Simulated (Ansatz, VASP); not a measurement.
One calculation of Ge, two programs

```
Ge
1.0
    -1.75293    1.75293    1.75293
     1.75293   -1.75293    1.75293
     1.75293    1.75293   -1.75293
Ge
1
Direct
  0.00000 0.00000 0.00000
```

Alike in both runs: functional BLYP; k mesh 13 × 13 × 13; occupations fermi-dirac, width 0.1 eV; no spin polarisation.

Ansatz relaxed the structure, and its values are those at the end. VASP's run is a single point on that final structure, the one shown.

```csv
,VASP,Ansatz
version,VASP 6.6.1,Ansatz 0.2.0
potentials or method,"VASP PAW PBE potentials, release 64 (Ge_d), cutoff 520 eV","plane waves (420 eV) with PAW, scalar-relativistic"
valence electrons in the cell,14,14
```

```tsv
	VASP	Ansatz	Ansatz less VASP
pressure (GPa)	0.0	0.0	+0.07
```

VASP's potentials were made for PBE, not for BLYP.
